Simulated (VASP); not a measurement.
# BP (F-43m) in VASP: a series of runs

The runs below take BP through single point, with PBE.

Everything below comes from runs of VASP 6.6.1. Logs are shortened: lines on timing, memory, paths and dates and some standing lists are left out, and cuts for length are marked.

## Step 1: The cell of the first run

It takes space group F-43m (No. 216, cubic). The conventional cell has a = 4.461 Å, b = 4.461 Å, c = 4.461 Å, α = 90.00°, β = 90.00°, γ = 90.00°. Within 2.6 Å of B (site symmetry -43m) lie 4 P at 1.93 Å. P (site symmetry -43m) has 4 B at 1.93 Å within 2.6 Å.

## Step 2: Single point, PBE (volume scaled by 0.95)

INCAR

```
PREC = Accurate
ENCUT = 520
EDIFF = 1E-6
ISMEAR = -1
SIGMA = 0.08
LREAL = F
LASPH = T
NELM = 80
ALGO = Normal
ISIF = 2
LWAVE = F
LCHARG = F
GGA = PE
NBANDS = 11
```

KPOINTS

```
regular mesh
0
Gamma
  12 12 12
```

POSCAR

```
BP
1.0
    0.0000000000      2.2305349420      2.2305349420
    2.2305349420      0.0000000000      2.2305349420
    2.2305349420      2.2305349420      0.0000000000
B P
1 1
Direct
    0.0000000000      0.0000000000      0.0000000000
    0.7500000000      0.7500000000      0.7500000000
```

Potentials or basis: VASP PAW PBE potentials, release 64 (B, P).

The run is started by

```console
> cat potpaw_PBE.64/B/POTCAR potpaw_PBE.64/P/POTCAR > POTCAR
> mpirun -np 1 vasp_std > vasp.out
```

OUTCAR:

```text
PREC = Accurate
   ENCUT = 520
   EDIFF = 1E-6
   ISMEAR = -1
   LREAL = F
   LASPH = T
   NELM = 80
   ISIF = 2
   GGA = PE

 ion  position               nearest neighbor table
   1  0.000  0.000  0.000-   2 1.93   2 1.93   2 1.93   2 1.93
   2  0.750  0.750  0.750-   1 1.93   1 1.93   1 1.93   1 1.93

  LATTYP: Found a face centered cubic cell.
 ALAT       =     4.4610698840

  Lattice vectors:

 A1 = (   0.0000000000,   2.2305349420,   2.2305349420)
 A2 = (   2.2305349420,   0.0000000000,   2.2305349420)
 A3 = (   2.2305349420,   2.2305349420,   0.0000000000)

Analysis of symmetry for initial positions (statically):
=====================================================================
 Subroutine PRICEL returns:
 Original cell was already a primitive cell.

 Routine SETGRP: Setting up the symmetry group for a
 face centered cubic supercell.

 Subroutine GETGRP returns: Found 24 space group operations
 (whereof 24 operations were pure point group operations)
 out of a pool of 48 trial point group operations.

The static configuration has the point symmetry T_d .

Analysis of symmetry for dynamics (positions and initial velocities):
=====================================================================
 Subroutine PRICEL returns:
 Original cell was already a primitive cell.

 Routine SETGRP: Setting up the symmetry group for a
 face centered cubic supercell.

 Subroutine GETGRP returns: Found 24 space group operations
 (whereof 24 operations were pure point group operations)
 out of a pool of 48 trial point group operations.

The dynamic configuration has the point symmetry T_d .

 Subroutine INISYM returns: Found 24 space group operations
 (whereof 24 operations are pure point group operations),
 and found     1 'primitive' translations

----------------------------------------------------------------------------------------

                                     Primitive cell

  volume of cell :      22.1951

  direct lattice vectors                    reciprocal lattice vectors
     0.000000000  2.230534942  2.230534942    -0.224161474  0.224161474  0.224161474
     2.230534942  0.000000000  2.230534942     0.224161474 -0.224161474  0.224161474
     2.230534942  2.230534942  0.000000000     0.224161474  0.224161474 -0.224161474

  length of vectors
     3.154452766  3.154452766  3.154452766     0.388259062  0.388259062  0.388259062

  position of ions in fractional coordinates (direct lattice)
     0.000000000  0.000000000  0.000000000
     0.750000000  0.750000000  0.750000000

  ion indices of the primitive-cell ions
   primitive index   ion index
                 1           1
                 2           2

----------------------------------------------------------------------------------------

 KPOINTS: regular mesh

Automatic generation of k-mesh.
 Grid dimensions read from file:
 generate k-points for:   12   12   12

 Generating k-lattice:

  Cartesian coordinates                     Fractional coordinates (reciprocal lattice)
    -0.018680123  0.018680123  0.018680123     0.083333333  0.000000000  0.000000000
     0.018680123 -0.018680123  0.018680123     0.000000000  0.083333333  0.000000000
     0.018680123  0.018680123 -0.018680123     0.000000000  0.000000000  0.083333333

  Length of vectors
     0.032354922  0.032354922  0.032354922

  Shift w.r.t. Gamma in fractional coordinates (k-lattice)
     0.000000000  0.000000000  0.000000000

 Subroutine IBZKPT returns following result:
 ===========================================

 Found     72 irreducible k-points:

 Following reciprocal coordinates:
            Coordinates               Weight
  0.000000  0.000000  0.000000      1.000000
  0.083333  0.000000  0.000000      8.000000
  0.166667  0.000000  0.000000      8.000000
  0.250000  0.000000  0.000000      8.000000
  0.333333  0.000000  0.000000      8.000000
  0.416667  0.000000  0.000000      8.000000
[... 16 lines left out ...]
  0.500000  0.166667  0.000000     24.000000
 -0.416667  0.166667  0.000000     24.000000
 [... further k-points ...]
   k-points           NKPTS =     72   k-points in BZ     NKDIM =     72   number of bands    NBANDS=     11
   number of dos      NEDOS =    301   number of ions     NIONS =      2
   total plane-waves  NPLWV =  13824
   dimension x,y,z NGX =    24 NGY =   24 NGZ =   24
   dimension x,y,z NGXF=    48 NGYF=   48 NGZF=   48
   ions per type =               1   1
   NGX,Y,Z   is equivalent  to a cutoff of  12.65, 12.65, 12.65 a.u.
   NGXF,Y,Z  is equivalent  to a cutoff of  25.30, 25.30, 25.30 a.u.
 SYSTEM =  unknown system
   PREC   = accura    normal or accurate (medium, high low for compatibility)
   ISTART =      0    job   : 0-new  1-cont  2-samecut
   ICHARG =      2    charge: 1-file 2-atom 10-const
   ISPIN  =      1    spin polarized calculation?
   LNONCOLLINEAR =      F non collinear calculations
   LSORBIT =      F    spin-orbit coupling
   LASPH  =      T    aspherical Exc in radial PAW
   ENCUT  =  520.0 eV  38.22 Ry    6.18 a.u.   5.87  5.87  5.87*2*pi/ulx,y,z
   NELM   =     80;   NELMIN=  2; NELMDL= -5     # of ELM steps
   EDIFF  = 0.1E-05   stopping-criterion for ELM
   LREAL  =      F    real-space projection
[... 7 lines left out ...]
   TEBEG  =    0.0;   TEEND  =   0.0 temperature during run
   PSTRESS=    0.0 pullay stress
   NELECT =       8.0000    total number of electrons
   NUPDOWN=      -1.0000    fix difference up-down
   EMIN   =  10.00;   EMAX   =-10.00  energy-range for DOS
   EFERMI =   0.00;   METHOD = LEGACY
   ISMEAR =    -1;   SIGMA  =   0.08  broadening in eV -4-tet -1-fermi 0-gaus
   EFERMI_NEDOS =   21; number of points for ismear=-14 and -15
   IALGO  =     38    algorithm
   IMIX   =      4    mixing-type and parameters
     AMIX     =   0.40;   BMIX     =  1.00
     AMIX_MAG =   1.60;   BMIX_MAG =  1.00
  volume/ion in A,a.u.               =      11.10        74.89
  Fermi-wavevector in a.u.,A,eV,Ry     =   1.165071  2.201665 18.468424  1.357391
  Thomas-Fermi vector in A             =   2.301601
   LORBIT       =      0    0 simple, 1 ext, 2 COOP (PROOUT), +10 PAW based schemes
   GGA     = PE    functional components
   LHFCALC =     F    Hartree Fock is set to
   AEXX    =    0.0000 exact exchange contribution
   IVDW    =     0    specifies the selected vdW correction
   LEPSILON=     F    determine dielectric tensor
   LRPA    =     F    only Hartree local field effects (RPA)
 non-spin polarized calculation
  energy-cutoff  :      520.00
  volume of cell :       22.20
 maximum number of plane-waves:       612
   NGX = 11   NGY = 11   NGZ = 11

 number of electron       8.0000001 magnetization

 Free energy of the ion-electron system (eV)
  ---------------------------------------------------
  ext. energy  EPLUGINS =         0.00000000
  ---------------------------------------------------
  free energy    TOTEN  =       -12.89097763 eV

  energy without entropy =      -12.89096936  energy(sigma->0) =      -12.89097349

 E-fermi :   8.6090     XC(G=0): -11.1294

 val. band max:        8.0499354093   @ k =   0.0000   0.0000   0.0000
 cond. band min:       9.2088466159   @ k =   0.4167   0.4167   0.0000
 fundamental gap:      1.1589112066
 Fermi energy:         8.6090070205

 k-point     1 :       0.0000    0.0000    0.0000
  band No.  band energies     occupation
      1      -7.8752      2.00000
      2       8.0499      1.99816
      3       8.0499      1.99816
      4       8.0499      1.99816
      5      11.5318      0.00000
      6      11.5318      0.00000
      7      11.5318      0.00000
      8      16.2176      0.00000
      9      19.9215      0.00000
     10      20.3284      0.00000
     11      20.3284      0.00000

 k-point     2 :       0.0833    0.0000    0.0000
  band No.  band energies     occupation
      1      -7.7445      2.00000
      2       7.0620      2.00000
      3       7.8266      1.99989
      4       7.8266      1.99989
      5      11.8414      0.00000
      6      11.8414      0.00000
      7      11.9208      0.00000
      8      16.5472      0.00000
      9      19.7769      0.00000
     10      19.7769      0.00000
     11      20.3494      0.00000

 k-point     3 :       0.1667    0.0000    0.0000
  band No.  band energies     occupation
      1      -7.3557      2.00000
      2       5.1266      2.00000
      3       7.3574      2.00000
      4       7.3574      2.00000
      5      12.2640      0.00000
      6      12.4723      0.00000
      7      12.4723      0.00000
      8      17.3511      0.00000
      9      19.0874      0.00000
     10      19.0874      0.00000
     11      21.2124      0.00000

 k-point     4 :       0.2500    0.0000    0.0000
  band No.  band energies     occupation
      1      -6.7201      2.00000
      2       3.0454      2.00000
      3       6.8898      2.00000
      4       6.8898      2.00000
      5      12.3047      0.00000
      6      12.9237      0.00000
      7      12.9237      0.00000
      8      18.1283      0.00000
      9      19.1292      0.00000
     10      19.1292      0.00000
     11      21.5340      0.00000

 k-point     5 :       0.3333    0.0000    0.0000
  band No.  band energies     occupation
      1      -5.8694      2.00000
      2       1.0837      2.00000
      3       6.5281      2.00000
      4       6.5281      2.00000
      5      12.2357      0.00000
      6      12.9837      0.00000
      7      12.9837      0.00000
      8      18.4448      0.00000
      9      20.1295      0.00000
     10      20.1295      0.00000
     11      22.0115      0.00000

 k-point     6 :       0.4167    0.0000    0.0000
  band No.  band energies     occupation
      1      -4.9138      2.00000
      2      -0.5619      2.00000
      3       6.3057      2.00000
      4       6.3057      2.00000
      5      12.1679      0.00000
      6      12.8624      0.00000
      7      12.8624      0.00000
      8      18.4054      0.00000
      9      21.7751      0.00000
     10      21.7751      0.00000
     11      22.8804      0.00000

 k-point     7 :       0.5000    0.0000    0.0000
  band No.  band energies     occupation
      1      -4.3514      2.00000
      2      -1.3577      2.00000
      3       6.2311      2.00000
      4       6.2311      2.00000
      5      12.1422      0.00000
      6      12.7962      0.00000
      7      12.7962      0.00000
      8      18.3532      0.00000
      9      23.0142      0.00000
     10      23.0142      0.00000
     11      23.3939      0.00000

 k-point     8 :       0.0833    0.0833    0.0000
  band No.  band energies     occupation
      1      -7.7010      2.00000
      2       7.3844      2.00000
      3       7.3844      2.00000
      4       7.5044      2.00000
      5      11.1986      0.00000
      6      12.3915      0.00000
      7      12.3915      0.00000
      8      16.4596      0.00000
      9      19.0498      0.00000
     10      20.5030      0.00000
     11      20.5162      0.00000
[... 141 lines left out ...]
 k-point    19 :       0.1667    0.1667    0.0000
  band No.  band energies     occupation
      1      -7.1817      2.00000
      2       6.1372      2.00000
      3       6.2312      2.00000
      4       6.2312      2.00000
      5      10.5113      0.00000
      6      14.1114      0.00000
      7      14.1114      0.00000
      8      15.1523      0.00000
      9      19.2496      0.00000
     10      21.0743      0.00000
     11      22.0253      0.00000

 k-point    20 :       0.2500    0.1667    0.0000
  band No.  band energies     occupation
      1      -6.7121      2.00000
      2       4.4627      2.00000
      3       5.7301      2.00000
      4       6.0089      2.00000
      5      10.5893      0.00000
      6      14.3376      0.00000
      7      14.7725      0.00000
      8      14.9085      0.00000
      9      20.1378      0.00000
     10      21.2746      0.00000
     11      22.9745      0.00000

 k-point    21 :       0.3333    0.1667    0.0000
  band No.  band energies     occupation
      1      -6.0058      2.00000
      2       2.5806      2.00000
      3       5.4037      2.00000
      4       5.4535      2.00000
      5      11.0153      0.00000
      6      14.3765      0.00000
      7      14.9473      0.00000
      8      15.1981      0.00000
      9      21.1007      0.00000
     10      21.8623      0.00000
     11      23.4011      0.00000

 k-point    22 :       0.4167    0.1667    0.0000
  band No.  band energies     occupation
      1      -5.1099      2.00000
      2       0.7962      2.00000
      3       4.8514      2.00000
      4       5.2794      2.00000
      5      11.2140      0.00000
      6      14.7618      0.00000
      7      15.0028      0.00000
      8      15.6058      0.00000
      9      21.3566      0.00000
     10      23.0069      0.00000
     11      24.0232      0.00000

 k-point    23 :       0.5000    0.1667    0.0000
  band No.  band energies     occupation
      1      -4.2067      2.00000
      2      -0.6051      2.00000
      3       4.3478      2.00000
      4       5.3614      2.00000
      5      11.3541      0.00000
      6      14.6324      0.00000
      7      14.7024      0.00000
      8      17.2616      0.00000
      9      20.9399      0.00000
     10      23.0351      0.00000
     11      24.6530      0.00000

 k-point    24 :      -0.4167    0.1667    0.0000
  band No.  band energies     occupation
      1      -4.0124      2.00000
      2      -0.8657      2.00000
      3       4.0067      2.00000
      4       5.6387      2.00000
      5      11.6319      0.00000
      6      14.2845      0.00000
      7      14.6439      0.00000
      8      18.8080      0.00000
      9      20.3334      0.00000
     10      21.1102      0.00000
     11      24.5782      0.00000

 [... further k-points ...]
[... 5 lines left out ...]
  --------------------------------------------------------------------------------------
  -------------------------------------------------------------------------------------
  Total        1.4169850      1.4169850      1.4169850      0.0000000     -0.0000000      0.0000000
  in kB      102.2865985    102.2865985    102.2865985      0.0000000     -0.0000000      0.0000000
  external PRESSURE =     102.2865985 kB  Pullay stress =       0.0000000 kB

 VOLUME and BASIS-vectors are now :
 -----------------------------------------------------------------------------
  energy-cutoff  :      520.00
  volume of cell :       22.20
      direct lattice vectors                 reciprocal lattice vectors
     0.000000000  2.230534942  2.230534942    -0.224161474  0.224161474  0.224161474
     2.230534942  0.000000000  2.230534942     0.224161474 -0.224161474  0.224161474
     2.230534942  2.230534942  0.000000000     0.224161474  0.224161474 -0.224161474

 POSITION                                       TOTAL-FORCE (eV/Angst)
 -----------------------------------------------------------------------------------
      0.00000      0.00000      0.00000         0.000000      0.000000      0.000000
      3.34580      3.34580      3.34580        -0.000000     -0.000000     -0.000000
 -----------------------------------------------------------------------------------
    total drift:                               -0.000000     -0.000000     -0.000000

  FREE ENERGIE OF THE ION-ELECTRON SYSTEM (eV)
  ---------------------------------------------------
  free  energy   TOTEN  =       -12.8909776251 eV

  energy  without entropy=      -12.8909693551  energy(sigma->0) =      -12.89097349
```

Wall time 32 s (1 thread of AMD EPYC 7R13, shared host); peak memory 0.11 GiB.

What came out:

- Free energy: -12.8910 eV
- Pressure: 10.2 GPa
- Band gap on the k mesh: 1.16 eV, indirect (least direct gap 3.48 eV)

[end of part 1 of 2]
